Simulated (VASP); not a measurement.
# Bi2Te3 in VASP: a series of runs

Runs on Bi2Te3. Level: PBE. Tasks: single point.

Program: VASP 6.6.1. These are calculated values, not measurements. Logs are shortened: lines on timing, memory, paths and dates and some standing lists are left out, and cuts for length are marked.

**Measured values to compare with.**

“Vacancy and Antisite-Induced Ferromagnetism in Liquid-Phase Exfoliated Bi2Te3”, 2024, arxiv:2412.10539 quotes, for a bulk crystal of Bi2Te3: band gap 0.17 eV.

The results are compared with them further down.

## (1) The cell of the first run

The structure is trigonal, space group R3m (No. 160). The conventional cell has a = 4.476 Å, b = 4.476 Å, c = 29.529 Å, α = 90.00°, β = 90.00°, γ = 120.00°. Bi (site symmetry 3m) has 3 Te at 3.12 Å and 3 Bi at 3.44 Å within 4.1 Å. Bi (site symmetry 3m) has 3 Te at 3.13 Å and 3 Bi at 3.44 Å within 4.1 Å. Te (site symmetry 3m) has 6 Te at 3.26 to 3.30 Å within 4.3 Å. Te (site symmetry 3m) has 3 Bi at 3.12 Å and 3 Te at 3.30 Å within 4.1 Å. Within 4.1 Å of Te (site symmetry 3m) lie 3 Bi at 3.13 Å and 3 Te at 3.26 Å.

## (2) Single point, PBE

Input file INCAR:

```
ALGO     = Normal         # electronic algorithm
EDIFF    = 1E-7           # SCF threshold, eV
ENCUT    = 520            # plane-wave cutoff, eV
GGA      = PE             # functional
ISIF     = 2              # what is computed and relaxed
ISMEAR   = 0              # smearing method
LASPH    = True           # aspherical terms in the spheres
LCHARG   = False          # write CHGCAR
LREAL    = False          # projectors in reciprocal space
LWAVE    = False          # write WAVECAR
NBANDS   = 32             # bands
NELM     = 60             # most SCF steps
PREC     = Accurate       # precision mode
SIGMA    = 0.1            # smearing width, eV
```

Input file KPOINTS:

```
k-points
0
Gamma
  6 6 6
```

Input file POSCAR:

```
Bi2Te3
1.0
    2.2378091480      1.2919997140      9.8428626816
   -2.2378091480      1.2919997140      9.8428626816
    0.0000000000     -2.5839994280      9.8428626815
Bi Te
2 3
Direct
    0.8101658239      0.8101658239      0.8101658239
    0.3998190997      0.3998190997      0.3998190997
    0.6056269231      0.6056269231      0.6056269231
    0.2029717529      0.2029717529      0.2029717529
    0.0064164003      0.0064164003      0.0064164003
```

Potentials or basis: VASP PAW PBE potentials, release 64 (Bi_d, Te).

Started as:

```
$ cat potpaw_PBE.64/Bi_d/POTCAR potpaw_PBE.64/Te/POTCAR > POTCAR
$ mpirun -np 1 vasp_std > vasp.out
```

OUTCAR:

```text
EDIFF = 1E-7
   ENCUT = 520
   GGA = PE
   ISIF = 2
   ISMEAR = 0
   LASPH = True
   LREAL = False
   NELM = 60
   PREC = Accurate

 ion  position               nearest neighbor table
   1  0.810  0.810  0.810-   4 3.12   4 3.12   4 3.12   2 3.44   2 3.44   2 3.44
   2  0.400  0.400  0.400-   5 3.13   5 3.13   5 3.13   1 3.44   1 3.44   1 3.44
   3  0.606  0.606  0.606-   5 3.26   5 3.26   5 3.26   4 3.30   4 3.30   4 3.30
   4  0.203  0.203  0.203-   1 3.12   1 3.12   1 3.12   3 3.30   3 3.30   3 3.30
   5  0.006  0.006  0.006-   2 3.13   2 3.13   2 3.13   3 3.26   3 3.26   3 3.26

  LATTYP: Found a trigonal (rhomboedric) cell.
 ALAT       =    10.1763941950
 COS(alpha) =     0.9032862457

  Lattice vectors:

 A1 = (   2.2378091480,   1.2919997140,   9.8428626816)
 A2 = (  -2.2378091480,   1.2919997140,   9.8428626816)
 A3 = (   0.0000000000,  -2.5839994280,   9.8428626815)

Analysis of symmetry for initial positions (statically):
=====================================================================
 Subroutine PRICEL returns:
 Original cell was already a primitive cell.

 Routine SETGRP: Setting up the symmetry group for a
 trigonal (rhombohedral) supercell.

 Subroutine GETGRP returns: Found  6 space group operations
 (whereof  6 operations were pure point group operations)
 out of a pool of 12 trial point group operations.

The static configuration has the point symmetry C_3v.

Analysis of symmetry for dynamics (positions and initial velocities):
=====================================================================
 Subroutine PRICEL returns:
 Original cell was already a primitive cell.

 Routine SETGRP: Setting up the symmetry group for a
 trigonal (rhombohedral) supercell.

 Subroutine GETGRP returns: Found  6 space group operations
 (whereof  6 operations were pure point group operations)
 out of a pool of 12 trial point group operations.

The dynamic configuration has the point symmetry C_3v.

 Subroutine INISYM returns: Found  6 space group operations
 (whereof  6 operations are pure point group operations),
 and found     1 'primitive' translations

----------------------------------------------------------------------------------------

                                     Primitive cell

  volume of cell :     170.7490

  direct lattice vectors                    reciprocal lattice vectors
     2.237809148  1.291999714  9.842862682     0.223432816  0.128998997  0.033865487
    -2.237809148  1.291999714  9.842862682    -0.223432816  0.128998997  0.033865487
     0.000000000 -2.583999428  9.842862681     0.000000000 -0.257997993  0.033865487

  length of vectors
    10.176394195 10.176394195 10.176394195     0.260211137  0.260211137  0.260211137

  position of ions in fractional coordinates (direct lattice)
     0.810165824  0.810165824  0.810165824
     0.399819100  0.399819100  0.399819100
     0.605626923  0.605626923  0.605626923
     0.202971753  0.202971753  0.202971753
     0.006416400  0.006416400  0.006416400

  ion indices of the primitive-cell ions
   primitive index   ion index
                 1           1
                 2           2
                 3           3
                 4           4
                 5           5

----------------------------------------------------------------------------------------

 KPOINTS: k-points

Automatic generation of k-mesh.
 Grid dimensions read from file:
 generate k-points for:    6    6    6

 Generating k-lattice:

  Cartesian coordinates                     Fractional coordinates (reciprocal lattice)
     0.037238803  0.021499833  0.005644248     0.166666667  0.000000000  0.000000000
    -0.037238803  0.021499833  0.005644248     0.000000000  0.166666667  0.000000000
     0.000000000 -0.042999666  0.005644248     0.000000000  0.000000000  0.166666667

  Length of vectors
     0.043368523  0.043368523  0.043368523

  Shift w.r.t. Gamma in fractional coordinates (k-lattice)
     0.000000000  0.000000000  0.000000000

 Subroutine IBZKPT returns following result:
 ===========================================

 Found     32 irreducible k-points:

 Following reciprocal coordinates:
            Coordinates               Weight
  0.000000  0.000000  0.000000      1.000000
  0.166667  0.000000 -0.000000      6.000000
  0.333333  0.000000 -0.000000      6.000000
  0.500000 -0.000000 -0.000000      3.000000
  0.166667  0.166667  0.000000      6.000000
  0.333333  0.166667 -0.000000     12.000000
[... 16 lines left out ...]
  0.500000  0.500000  0.166667      6.000000
 -0.333333  0.500000  0.166667     12.000000
 [... further k-points ...]
   k-points           NKPTS =     32   k-points in BZ     NKDIM =     32   number of bands    NBANDS=     32
   number of dos      NEDOS =    301   number of ions     NIONS =      5
   total plane-waves  NPLWV = 512000
   dimension x,y,z NGX =    80 NGY =   80 NGZ =   80
   dimension x,y,z NGXF=   160 NGYF=  160 NGZF=  160
   ions per type =               2   3
   NGX,Y,Z   is equivalent  to a cutoff of  13.07, 13.07, 13.07 a.u.
   NGXF,Y,Z  is equivalent  to a cutoff of  26.14, 26.14, 26.14 a.u.
 SYSTEM =  unknown system
   PREC   = accura    normal or accurate (medium, high low for compatibility)
   ISTART =      0    job   : 0-new  1-cont  2-samecut
   ICHARG =      2    charge: 1-file 2-atom 10-const
   ISPIN  =      1    spin polarized calculation?
   LNONCOLLINEAR =      F non collinear calculations
   LSORBIT =      F    spin-orbit coupling
   LASPH  =      T    aspherical Exc in radial PAW
   ENCUT  =  520.0 eV  38.22 Ry    6.18 a.u.  18.92 18.92 18.92*2*pi/ulx,y,z
   NELM   =     60;   NELMIN=  2; NELMDL= -5     # of ELM steps
   EDIFF  = 0.1E-06   stopping-criterion for ELM
   LREAL  =      F    real-space projection
   EDIFFG = 0.1E-05   stopping-criterion for IOM
   NSW    =      0    number of steps for IOM
   IBRION =     -1    ionic relax: 0-MD 1-quasi-New 2-CG
   NFREE  =      0    steps in history (QN), initial steepest desc. (CG)
   ISIF   =      2    stress and relaxation
   ISYM   =      2    0-nonsym 1-usesym 2-fastsym
   POTIM  = 0.5000    time-step for ionic-motion
   TEBEG  =    0.0;   TEEND  =   0.0 temperature during run
   PSTRESS=    0.0 pullay stress
   NELECT =      48.0000    total number of electrons
   NUPDOWN=      -1.0000    fix difference up-down
   EMIN   =  10.00;   EMAX   =-10.00  energy-range for DOS
   EFERMI =   0.00;   METHOD = LEGACY
   ISMEAR =     0;   SIGMA  =   0.10  broadening in eV -4-tet -1-fermi 0-gaus
   EFERMI_NEDOS =   21; number of points for ismear=-14 and -15
   IALGO  =     38    algorithm
   IMIX   =      4    mixing-type and parameters
     AMIX     =   0.40;   BMIX     =  1.00
     AMIX_MAG =   1.60;   BMIX_MAG =  1.00
  volume/ion in A,a.u.               =      34.15       230.45
  Fermi-wavevector in a.u.,A,eV,Ry     =   1.072431  2.026600 15.648161  1.150107
  Thomas-Fermi vector in A             =   2.208200
   LORBIT       =      0    0 simple, 1 ext, 2 COOP (PROOUT), +10 PAW based schemes
   GGA     = PE    functional components
   LHFCALC =     F    Hartree Fock is set to
   AEXX    =    0.0000 exact exchange contribution
   IVDW    =     0    specifies the selected vdW correction
   LEPSILON=     F    determine dielectric tensor
   LRPA    =     F    only Hartree local field effects (RPA)
 non-spin polarized calculation
 Gauss-broadening in eV      SIGMA  =   0.10
  energy-cutoff  :      520.00
  volume of cell :      170.75
 maximum number of plane-waves:      4621
 NGX is ok and might be reduce to    80
   NGX = 37   NGY = 37   NGZ = 37

 number of electron      47.9999997 magnetization

 Free energy of the ion-electron system (eV)
  ---------------------------------------------------
  ext. energy  EPLUGINS =         0.00000000
  ---------------------------------------------------
  free energy    TOTEN  =       -17.14961207 eV

  energy without entropy =      -17.13864613  energy(sigma->0) =      -17.14412910

 E-fermi :   6.2453     XC(G=0):  -9.3361

 val. band max:        6.2256262876   @ k =   0.0000   0.0000   0.0000
 cond. band min:       6.2916289575   @ k =   0.5000   0.1667   0.1667
 fundamental gap:      0.0660026699
 Fermi energy:         6.2453262074

 k-point     1 :       0.0000    0.0000    0.0000
  band No.  band energies     occupation
      1     -16.7363      2.00000
      2     -16.7363      2.00000
      3     -16.6964      2.00000
      4     -16.6964      2.00000
      5     -16.6923      2.00000
      6     -16.6264      2.00000
[... 24 lines left out ...]
     31      10.7784      0.00000
     32      11.0979      0.00000

 k-point     2 :       0.1667    0.0000   -0.0000
  band No.  band energies     occupation
      1     -16.7350      2.00000
      2     -16.7328      2.00000
      3     -16.6971      2.00000
      4     -16.6931      2.00000
      5     -16.6885      2.00000
      6     -16.6278      2.00000
[... 24 lines left out ...]
     31      10.0752      0.00000
     32      11.0830      0.00000

 k-point     3 :       0.3333    0.0000   -0.0000
  band No.  band energies     occupation
      1     -16.7329      2.00000
      2     -16.7235      2.00000
      3     -16.6981      2.00000
      4     -16.6859      2.00000
      5     -16.6823      2.00000
      6     -16.6342      2.00000
[... 24 lines left out ...]
     31      10.2064      0.00000
     32      10.9889      0.00000

 k-point     4 :       0.5000   -0.0000   -0.0000
  band No.  band energies     occupation
      1     -16.7321      2.00000
      2     -16.7168      2.00000
      3     -16.6972      2.00000
      4     -16.6828      2.00000
      5     -16.6820      2.00000
      6     -16.6383      2.00000
[... 24 lines left out ...]
     31       9.8348      0.00000
     32      10.2187      0.00000

 k-point     5 :       0.1667    0.1667    0.0000
  band No.  band energies     occupation
      1     -16.7350      2.00000
      2     -16.7328      2.00000
      3     -16.6971      2.00000
      4     -16.6931      2.00000
      5     -16.6885      2.00000
      6     -16.6278      2.00000
[... 584 lines left out ...]
     31      10.5883      0.00000
     32      10.8329      0.00000

 k-point    22 :      -0.1667    0.3333    0.1667
  band No.  band energies     occupation
      1     -16.7360      2.00000
      2     -16.7123      2.00000
      3     -16.6946      2.00000
      4     -16.6856      2.00000
      5     -16.6819      2.00000
      6     -16.6356      2.00000
[... 24 lines left out ...]
     31      10.3208      0.00000
     32      11.8448      0.00000

 k-point    23 :       0.5000    0.5000    0.1667
  band No.  band energies     occupation
      1     -16.7329      2.00000
      2     -16.7235      2.00000
      3     -16.6982      2.00000
      4     -16.6859      2.00000
      5     -16.6823      2.00000
      6     -16.6342      2.00000
[... 24 lines left out ...]
     31      10.0067      0.00000
     32      10.9812      0.00000

 k-point    24 :      -0.3333    0.5000    0.1667
  band No.  band energies     occupation
      1     -16.7359      2.00000
      2     -16.7123      2.00000
      3     -16.6946      2.00000
      4     -16.6856      2.00000
      5     -16.6819      2.00000
      6     -16.6356      2.00000
[... 24 lines left out ...]
     31      10.6022      0.00000
     32      11.4280      0.00000

 [... further k-points ...]
[... 5 lines left out ...]
  --------------------------------------------------------------------------------------
  -------------------------------------------------------------------------------------
  Total       -0.0115312     -0.0115312      0.1097682      0.0000000     -0.0000000      0.0000000
  in kB       -0.1081998     -0.1081998      1.0299801      0.0000000     -0.0000000      0.0000000
  external PRESSURE =       0.2711935 kB  Pullay stress =       0.0000000 kB

 VOLUME and BASIS-vectors are now :
 -----------------------------------------------------------------------------
  energy-cutoff  :      520.00
  volume of cell :      170.75
      direct lattice vectors                 reciprocal lattice vectors
     2.237809148  1.291999714  9.842862682     0.223432816  0.128998997  0.033865487
    -2.237809148  1.291999714  9.842862682    -0.223432816  0.128998997  0.033865487
     0.000000000 -2.583999428  9.842862681     0.000000000 -0.257997993  0.033865487

 POSITION                                       TOTAL-FORCE (eV/Angst)
 -----------------------------------------------------------------------------------
      0.00000      0.00000     23.92305         0.000000     -0.000000     -0.024219
      0.00000      0.00000     11.80609         0.000000      0.000000     -0.016969
      0.00000      0.00000     17.88331         0.000000      0.000000     -0.025460
      0.00000      0.00000      5.99347         0.000000      0.000000      0.032038
      0.00000      0.00000      0.18947         0.000000     -0.000000      0.034609
 -----------------------------------------------------------------------------------
    total drift:                                0.000000      0.000000     -0.000413

  FREE ENERGIE OF THE ION-ELECTRON SYSTEM (eV)
  ---------------------------------------------------
  free  energy   TOTEN  =       -17.1496120657 eV

  energy  without entropy=      -17.1386461309  energy(sigma->0) =      -17.14412910
```

Wall time 11 min (1 thread of Intel Xeon 6975P-C (Granite Rapids), shared host); peak memory 0.95 GiB.

Results:

* Free energy: -17.1496 eV
* Pressure: 0.0 GPa
* Largest force: 0.035 eV/Å
* Band gap on the k mesh: zero (bands 24 and 25 overlap by 0.03 eV)

Forces in eV/Å, atoms in the order of the input:
```
Bi   0.000  0.000 -0.024
Bi   0.000  0.000 -0.017
Te   0.000  0.000 -0.025
Te   0.000  0.000  0.032
Te   0.000  0.000  0.035
```

Stress tensor (GPa, compression positive):
```
-0.01  0.00  0.00
 0.00 -0.01  0.00
 0.00  0.00  0.10
```

Levels at points of the mesh, in eV from the Fermi level:
```
           k point  band 22  band 23  band 24  band 25  band 26  band 27
(0.00, 0.00, 0.00)    -0.59    -0.58    -0.58    -0.02     0.15     0.15
(0.50, 0.00, 0.00)    -2.30    -0.43    -0.16    -0.08     0.31     2.48
(0.50, 0.50, 0.00)    -1.80    -1.39    -0.27     0.21     1.64     1.68
(0.50, 0.50, 0.50)    -1.29    -0.89    -0.89     0.70     0.85     0.85
```

Caveat: spin-orbit coupling is left out, which moves the levels of the heavy elements.

## (3) Single point, PBE

Input file INCAR:

```
SYSTEM = Bi2Te3
  ALGO = Normal
  EDIFF = 1E-7
  ENCUT = 520
  GGA = PE
  ISIF = 2
  ISMEAR = 0
  LASPH = .TRUE.
  LCHARG = .TRUE.
  LELF = .TRUE.
  LREAL = .FALSE.
  LVHAR = .TRUE.
  LWAVE = .FALSE.
  NBANDS = 32
  NELM = 100
  PREC = Accurate
  SIGMA = 0.1
```

Input file KPOINTS:

```
k-points
0
G
  9 9 9
  0 0 0
```

Input file POSCAR:

```
Bi2Te3
1.0
    2.2344067649      1.2900353470      9.8566625530
   -2.2344067649      1.2900353470      9.8566625530
    0.0000000000     -2.5800706945      9.8566625530
Bi Te
2 3
Direct
    0.8096681800      0.8096681800      0.8096681800
    0.4003317608      0.4003317608      0.4003317608
    0.6050004738      0.6050004738      0.6050004738
    0.2035891343      0.2035891343      0.2035891343
    0.0064104510      0.0064104510      0.0064104510
```

Potentials or basis: VASP PAW PBE potentials, release 64 (Bi_d, Te).

Started as:

```
$ cat potpaw_PBE.64/Bi_d/POTCAR potpaw_PBE.64/Te/POTCAR > POTCAR
$ mpirun -np 1 vasp_std > vasp.out
```

Wall time 24 min (1 thread of Intel Xeon 6975P-C (Granite Rapids), shared host); peak memory 1.1 GiB.

The run converged. Its results:

- Free energy: -17.1522 eV
- Pressure: -0.1 GPa
- Largest force: 0.007 eV/Å
- Band gap on the k mesh: zero (bands 24 and 25 overlap by 0.02 eV)

Forces on the atoms (eV/Å):
```
Bi   0.000  0.000  0.000
Bi   0.000  0.000  0.000
Te   0.000  0.000  0.000
Te   0.000  0.000  0.007
Te   0.000  0.000 -0.007
```

Levels at points of the mesh, in eV from the Fermi level:
```tsv
k point	band 22	band 23	band 24	band 25	band 26	band 27
(0.00, 0.00, 0.00)	-0.57	-0.57	-0.53	-0.04	0.13	0.13
```

Caveat: spin-orbit coupling is left out, which moves the levels of the heavy elements.

[end of part 1 of 2]
